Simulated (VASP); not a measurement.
# ZnSe (ZnSe (110), 3 layers) in VASP: further runs

Runs on ZnSe (ZnSe (110), 3 layers). Level: LDA. Tasks: single point.

Program: VASP 6.6.1. These are calculated values, not measurements. Logs are shortened: lines on timing, memory, paths and dates and some standing lists are left out, and cuts for length are marked.

## (1) The cell of the first run

The cell holds a slab with vacuum, 6 atoms: a = 3.937 Å, b = 5.568 Å, c = 19.937 Å, α = 90.00°, β = 90.00°, γ = 90.00°.

## (2) Single point, LDA

File INCAR:

```
PREC     = Accurate       # precision mode
ENCUT    = 520            # plane-wave cutoff, eV
EDIFF    = 1E-6           # SCF threshold, eV
ISMEAR   = -1             # smearing method
SIGMA    = 0.02           # smearing width, eV
LREAL    = False          # projectors in reciprocal space
LASPH    = True           # aspherical terms in the spheres
NELM     = 100            # most SCF steps
ALGO     = Normal         # electronic algorithm
ISIF     = 2              # what is computed and relaxed
LWAVE    = False          # write WAVECAR
LCHARG   = False          # write CHGCAR
LDIPOL   = True         
IDIPOL   = 3            
DIPOL    = 0.5 0.5 0.500
GGA      = CA             # functional
NBANDS   = 36             # bands
```

File KPOINTS:

```
regular mesh
0
Gamma
  7 5 1
```

File POSCAR:

```
ZnSe
1.0
    3.9370274877      0.0000000000      0.0000000000
    0.0000000000      5.5677976685      0.0000000000
    0.0000000000      0.0000000000     19.9370000000
Zn Se
3 3
Direct
    0.2500000000      0.1250000000      0.4012632922
    0.7500000000      0.6250000000      0.5000000000
    0.2500000000      0.1250000000      0.5987367078
    0.7500000000      0.8750000000      0.4012632922
    0.2500000000      0.3750000000      0.5000000000
    0.7500000000      0.8750000000      0.5987367078
```

Potentials or basis: VASP PAW LDA potentials, release 64 (Zn, Se).

The run is started by

```sh
$ cat potpaw_LDA.64/Zn/POTCAR potpaw_LDA.64/Se/POTCAR > POTCAR
$ mpirun -np 1 vasp_std > vasp.out
```

OUTCAR:

```text
PREC = Accurate
   ENCUT = 520
   EDIFF = 1E-6
   ISMEAR = -1
   LREAL = False
   LASPH = True
   NELM = 100
   ISIF = 2
   GGA = CA

 ion  position               nearest neighbor table
   1  0.250  0.125  0.401-   5 2.41   4 2.41   4 2.41
   2  0.750  0.625  0.500-   4 2.41   6 2.41   5 2.41   5 2.41
   3  0.250  0.125  0.599-   5 2.41   6 2.41   6 2.41
   4  0.750  0.875  0.401-   2 2.41   1 2.41   1 2.41
   5  0.250  0.375  0.500-   1 2.41   3 2.41   2 2.41   2 2.41
   6  0.750  0.875  0.599-   2 2.41   3 2.41   3 2.41

  LATTYP: Found a simple orthorhombic cell.
 ALAT       =     3.9370274877
 B/A-ratio  =     1.4142135624
 C/A-ratio  =     5.0639727719

  Lattice vectors:

 A1 = (   3.9370274877,   0.0000000000,   0.0000000000)
 A2 = (   0.0000000000,   5.5677976685,   0.0000000000)
 A3 = (   0.0000000000,   0.0000000000,  19.9370000000)

Analysis of symmetry for initial positions (statically):
=====================================================================
 Subroutine PRICEL returns:
 Original cell was already a primitive cell.

 Routine SETGRP: Setting up the symmetry group for a
 simple orthorhombic supercell.

 Subroutine GETGRP returns: Found  4 space group operations
 (whereof  2 operations were pure point group operations)
 out of a pool of  8 trial point group operations.

The static configuration has the point symmetry C_1h.
 The point group associated with its full space group is C_2v.

Analysis of symmetry for dynamics (positions and initial velocities):
=====================================================================
 Subroutine PRICEL returns:
 Original cell was already a primitive cell.

 Routine SETGRP: Setting up the symmetry group for a
 simple orthorhombic supercell.

 Subroutine GETGRP returns: Found  4 space group operations
 (whereof  2 operations were pure point group operations)
 out of a pool of  8 trial point group operations.

The dynamic configuration has the point symmetry C_1h.
 The point group associated with its full space group is C_2v.

 Subroutine INISYM returns: Found  4 space group operations
 (whereof  2 operations are pure point group operations),
 and found     1 'primitive' translations

----------------------------------------------------------------------------------------

                                     Primitive cell

  volume of cell :     437.0305

  direct lattice vectors                    reciprocal lattice vectors
[... 90 lines left out ...]
   POTIM  = 0.5000    time-step for ionic-motion
   TEBEG  =    0.0;   TEEND  =   0.0 temperature during run
   PSTRESS=    0.0 pullay stress
   NELECT =      54.0000    total number of electrons
   NUPDOWN=      -1.0000    fix difference up-down
   EMIN   =  10.00;   EMAX   =-10.00  energy-range for DOS
   EFERMI =   0.00;   METHOD = LEGACY
   ISMEAR =    -1;   SIGMA  =   0.02  broadening in eV -4-tet -1-fermi 0-gaus
   EFERMI_NEDOS =   21; number of points for ismear=-14 and -15
   IALGO  =     38    algorithm
   IMIX   =      4    mixing-type and parameters
     AMIX     =   0.40;   BMIX     =  1.00
     AMIX_MAG =   1.60;   BMIX_MAG =  1.00
  volume/ion in A,a.u.               =      72.84       491.54
  Fermi-wavevector in a.u.,A,eV,Ry     =   0.815397  1.540876  9.046126  0.664871
  Thomas-Fermi vector in A             =   1.925477
   LORBIT       =      0    0 simple, 1 ext, 2 COOP (PROOUT), +10 PAW based schemes
   GGA     = CA    functional components
   LHFCALC =     F    Hartree Fock is set to
   AEXX    =    0.0000 exact exchange contribution
   IVDW    =     0    specifies the selected vdW correction
   LEPSILON=     F    determine dielectric tensor
   LRPA    =     F    only Hartree local field effects (RPA)
 non-spin polarized calculation
  energy-cutoff  :      520.00
  volume of cell :      437.03
 maximum number of plane-waves:     11805
 NGX is ok and might be reduce to    30
   NGX = 15   NGY = 21   NGZ = 75

 number of electron      53.9999966 magnetization

 dipolmoment           0.000000      0.000000      0.000000 electrons x Angstroem

 Free energy of the ion-electron system (eV)
  ---------------------------------------------------
  ext. energy  EPLUGINS =         0.00000000
  ---------------------------------------------------
  free energy    TOTEN  =       -19.58867309 eV

  energy without entropy =      -19.58867309  energy(sigma->0) =      -19.58867309

 E-fermi :  -2.8452     XC(G=0):  -3.7085

 val. band max:       -3.2585216973   @ k =   0.0000   0.0000   0.0000
 cond. band min:      -2.3559038601   @ k =   0.0000   0.0000   0.0000
 fundamental gap:      0.9026178373
 Fermi energy:        -2.8451729414

 k-point     1 :       0.0000    0.0000    0.0000
  band No.  band energies     occupation
      1     -16.4939      2.00000
      2     -15.3374      2.00000
      3     -15.2873      2.00000
      4     -10.1062      2.00000
      5     -10.0887      2.00000
      6     -10.0796      2.00000
[... 457 lines left out ...]
     35       3.4245      0.00000
     36       3.8058      0.00000

------------------------ aborting loop because EDIFF is reached ----------------------------------------

 vacuum level on the upper side and lower side of the slab       (xc-potential included)        -0.141        -0.141

  FORCE on cell =-STRESS in cart. coord.  units (eV):
  Direction    XX          YY          ZZ          XY          YZ          ZX
  --------------------------------------------------------------------------------------
  -------------------------------------------------------------------------------------
  Total       -2.6578074     -2.9958377      0.4183498      0.0000000      0.0000000      0.0000000
  in kB       -9.7436661    -10.9829035      1.5336929      0.0000000      0.0000000      0.0000000
  external PRESSURE =      -6.3976256 kB  Pullay stress =       0.0000000 kB

 VOLUME and BASIS-vectors are now :
 -----------------------------------------------------------------------------
  energy-cutoff  :      520.00
  volume of cell :      437.03
      direct lattice vectors                 reciprocal lattice vectors
     3.937027488  0.000000000  0.000000000     0.253998735  0.000000000  0.000000000
     0.000000000  5.567797668  0.000000000     0.000000000  0.179604228  0.000000000
     0.000000000  0.000000000 19.937000000     0.000000000  0.000000000  0.050157998

 POSITION                                       TOTAL-FORCE (eV/Angst)
 -----------------------------------------------------------------------------------
      0.98426      0.69597      7.99999         0.000000     -1.209053      0.964213
      2.95277      3.47987      9.96850         0.000000      0.460482      0.000000
      0.98426      0.69597     11.93701         0.000000     -1.209053     -0.964213
      2.95277      4.87182      7.99999        -0.000000      0.615595     -1.073295
      0.98426      2.08792      9.96850         0.000000      0.726434      0.000000
      2.95277      4.87182     11.93701        -0.000000      0.615595      1.073295
 -----------------------------------------------------------------------------------
    total drift:                                0.000000      0.000091      0.000000

  FREE ENERGIE OF THE ION-ELECTRON SYSTEM (eV)
  ---------------------------------------------------
  free  energy   TOTEN  =       -19.5886730876 eV

  energy  without entropy=      -19.5886730876  energy(sigma->0) =      -19.58867309

 vacuum level on the upper side and lower side of the slab         2.102         2.102
```

Run time: 2.5 min. Hardware: 1 thread of AMD EPYC 9R45 (Zen 5), shared host; peak memory 0.4 GiB.

What came out:

```yaml
Free_energy: -19.5887 eV
Largest_force: 1.546 eV/Å
Band_gap_on_the_k_mesh: 0.90 eV, direct
```

Forces on the atoms (eV/Å):
```
Zn   0.000 -1.209  0.964
Zn   0.000  0.460  0.000
Zn   0.000 -1.209 -0.964
Se   0.000  0.616 -1.073
Se   0.000  0.726  0.000
Se   0.000  0.616  1.073
```

## (3) Single point, LDA

File INCAR:

```
ALGO     = Normal         # electronic algorithm
DIPOL    = 0.5 0.5 0.500
EDIFF    = 1E-7           # SCF threshold, eV
ENCUT    = 520            # plane-wave cutoff, eV
GGA      = CA             # functional
IDIPOL   = 3            
ISIF     = 2              # what is computed and relaxed
ISMEAR   = -1             # smearing method
LASPH    = T              # aspherical terms in the spheres
LCHARG   = T              # write CHGCAR
LDIPOL   = T            
LELF     = T              # ELF
LREAL    = F              # projectors in reciprocal space
LVACPOTAV= T            
LVHAR    = T            
LWAVE    = F              # write WAVECAR
NBANDS   = 36             # bands
NELM     = 80             # most SCF steps
PREC     = Accurate       # precision mode
SIGMA    = 0.02           # smearing width, eV
```

File KPOINTS:

```
k-points
0
Gamma
  7 5 1
```

File POSCAR:

```
ZnSe
1.0
    3.9370274877      0.0000000000      0.0000000000
    0.0000000000      5.5677976685      0.0000000000
    0.0000000000      0.0000000000     19.9370000000
Zn Se
3 3
Direct
    0.2500000000      0.0841758336      0.4226181302
    0.7500000000      0.6669689217      0.5000000234
    0.2500000000      0.0841759727      0.5773818662
    0.7500000000      0.8779382358      0.3937943372
    0.2500000000      0.4088026170      0.4999999714
    0.7500000000      0.8779384193      0.6062056716
```

Potentials or basis: VASP PAW LDA potentials, release 64 (Zn, Se).

The run is started by

```sh
$ cat potpaw_LDA.64/Zn/POTCAR potpaw_LDA.64/Se/POTCAR > POTCAR
$ mpirun -np 1 vasp_std > vasp.out
```

Wall time 2.8 min (1 thread of AMD EPYC 9R45 (Zen 5), shared host); peak memory 0.41 GiB.

It converged, with:

* Free energy: -20.5973 eV
* Largest force: 0.050 eV/Å
* Band gap on the k mesh: 1.92 eV, direct

Forces on the atoms (eV/Å):
```
Zn   0.000  0.007 -0.008
Zn   0.000 -0.008  0.000
Zn   0.000  0.007  0.008
Se   0.000 -0.016 -0.048
Se   0.000  0.026  0.000
Se   0.000 -0.016  0.048
```

Levels at points of the mesh, in eV from the valence-band top:
```
           k point  band 24  band 25  band 26  band 27  band 28  band 29  band 30  band 31
(0.00, 0.00, 0.00)    -0.79    -0.76    -0.64     0.00     1.92     2.98     3.49     3.98
```

## (4) Single point, LDA

File INCAR:

```
SYSTEM = ZnSe
PREC     = Accurate       ! precision mode
ENCUT    = 520            ! plane-wave cutoff, eV
EDIFF    = 1E-6           ! SCF threshold, eV
ISMEAR   = -1             ! smearing method
SIGMA    = 0.02           ! smearing width, eV
LREAL    = .False.        ! projectors in reciprocal space
LASPH    = .True.         ! aspherical terms in the spheres
NELM     = 100            ! most SCF steps
ALGO     = Normal         ! electronic algorithm
ISIF     = 2              ! what is computed and relaxed
LWAVE    = .False.        ! write WAVECAR
LCHARG   = .True.         ! write CHGCAR
LDIPOL   = .True.       
IDIPOL   = 3            
DIPOL    = 0.5 0.5 0.500
GGA      = CA             ! functional
LELF     = .True.         ! ELF
LVHAR    = .True.       
LVACPOTAV= .True.       
NBANDS   = 36             ! bands
```

File KPOINTS:

```
regular mesh
0
Gamma
  7 5 1
  0 0 0
```

POSCAR is that of step 3.

The run is started by

```sh
$ cat potpaw_LDA.64/Zn/POTCAR potpaw_LDA.64/Se/POTCAR > POTCAR
$ mpirun -np 1 vasp_std > vasp.out
```

Wall time 2.6 min (1 thread of AMD EPYC 9R45 (Zen 5), shared host); peak memory 0.41 GiB.

It converged, with:

- Free energy: -20.5973 eV
- Largest force: 0.050 eV/Å
- Band gap on the k mesh: 1.92 eV, direct

Forces on the atoms (eV/Å):
```
Zn   0.000  0.007 -0.008
Zn   0.000 -0.008  0.000
Zn   0.000  0.007  0.008
Se   0.000 -0.016 -0.048
Se   0.000  0.026  0.000
Se   0.000 -0.016  0.048
```

Levels at points of the mesh, in eV from the valence-band top:
```
           k point  band 23  band 24  band 25  band 26  band 27  band 28  band 29  band 30  band 31  band 32
(0.00, 0.00, 0.00)    -1.91    -0.79    -0.76    -0.64     0.00     1.92     2.98     3.49     3.98     5.07
```
